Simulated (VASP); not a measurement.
YSi11O24 (a cell with a defect), 36 atoms in the cell. The cell holds a defect, 36 atoms: a = 7.454 Å, b = 7.454 Å, c = 10.042 Å, α = 70.32°, β = 70.32°, γ = 71.37°. 

| Property | Result |
| --- | --- |
| Program | VASP 6.6.1 |
| Task | single point |
| Functional | PBE |
| Potentials or basis | VASP PAW PBE potentials, release 64 (Si, O, Y_sv) |
| Cutoff | 520 eV |
| k mesh | 1 × 1 × 1, shifted |
| Occupations | fermi-dirac, width 0.01 eV |
| Spin | no spin polarisation |
| Dipole correction | no |
| Charge | -1 |
| Further INCAR settings | LREAL = Auto; ALGO = Normal; EDIFF = 1e-06; NBANDS = 124; NELECT = 200.0 |

Potentials or basis: VASP PAW PBE potentials, release 64 (Si, O, Y_sv).

Command:

```bash
$ cat potpaw_PBE.64/Si/POTCAR potpaw_PBE.64/O/POTCAR potpaw_PBE.64/Y_sv/POTCAR > POTCAR
$ mpirun -np 1 vasp_std > vasp.out
```

Hardware: 1 thread of Intel Xeon 8259CL, with other jobs on the host.

Q: How long does it take, and how much memory?

A: Run time: 5 min on 1 thread of Intel Xeon 8259CL, on a shared host, peak memory 0.55 GiB. Counts: scf iterations 16, k points 1.
